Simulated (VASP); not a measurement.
**TlBr: single point with r2SCAN**

TlBr:

```
Tl Br
1.0
     3.90691    0.00000    0.00000
     0.00000    3.90691    0.00000
     0.00000    0.00000    3.90691
Tl Br
1 1
Cartesian
  0.0000 0.0000 0.0000
  1.9535 1.9535 1.9535
```

```json
{"Program": "VASP 6.6.1", "Task": "single point", "Functional": "r2SCAN", "Potentials or basis": "VASP PAW PBE potentials, release 64 (Tl_d, Br)", "Cutoff": "550 eV", "k mesh": "6 × 6 × 6", "Occupations": "gaussian, width 0.01 eV", "Spin": "no spin polarisation", "Dipole correction": "no", "Further INCAR settings": "ALGO = Normal; EDIFF = 1e-06; NBANDS = 17"}
```

```
Pressure               : 2.0 GPa
Band gap on the k mesh : 2.15 eV, direct
```

Levels at points of the mesh, in eV from the valence-band top:
```
           k point  band 8  band 9  band 10  band 11  band 12  band 13
(0.00, 0.00, 0.00)   -1.63   -1.63    -1.63     7.39     7.39     7.92
(0.50, 0.00, 0.00)   -1.07   -1.07     0.00     2.15     6.20     6.20
(0.50, 0.50, 0.00)   -3.40   -3.40    -1.00     5.32     5.32     8.04
(0.50, 0.50, 0.50)   -2.30   -2.30    -2.30     2.27     2.27     2.27
```

Wall time 54 s on 1 thread of Intel(R) Xeon(R) 6975P-C (Granite Rapids), on a shared host, peak memory 0.17 GiB.

Caveat: the PAW data sets were made with another functional, which shifts forces and pressure a little; spin-orbit coupling is left out, which moves the levels of the heavy elements. r2SCAN opens gaps a little over a GGA but as a rule still falls short of measured ones.
